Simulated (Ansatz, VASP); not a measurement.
TePb: VASP beside Ansatz

```
Pb Te
1.0
     0.00000    3.26784    3.26784
     3.26784    0.00000    3.26784
     3.26784    3.26784    0.00000
Pb Te
1 1
Cartesian
  0.0000 0.0000 0.0000
  3.2678 3.2678 3.2678
```

Alike in both runs: task single point; functional PBE; k mesh 8 × 8 × 8; occupations fermi-dirac, width 0.02 eV; no spin polarisation.

|  | VASP | Ansatz |
| --- | --- | --- |
| version | VASP 6.6.1 | Ansatz 0.2.0 |
| potentials or method | VASP PAW PBE potentials, release 64 (Pb_d, Te) | plane waves, PAW |
| plane-wave cutoff (eV) | 520 | 420 |
| valence electrons in the cell | 20 | 30 |

```csv
,VASP,Ansatz,Ansatz less VASP
gap on the k mesh at the Fermi level (eV),0.80,0.80,-0.004
pressure (GPa),0.6,0.6,+0.04
```

VASP's potentials hold 20 valence electrons a cell and Ansatz's 30, so a difference there can come from the potentials and not from the codes.

Spin-orbit coupling is off throughout.
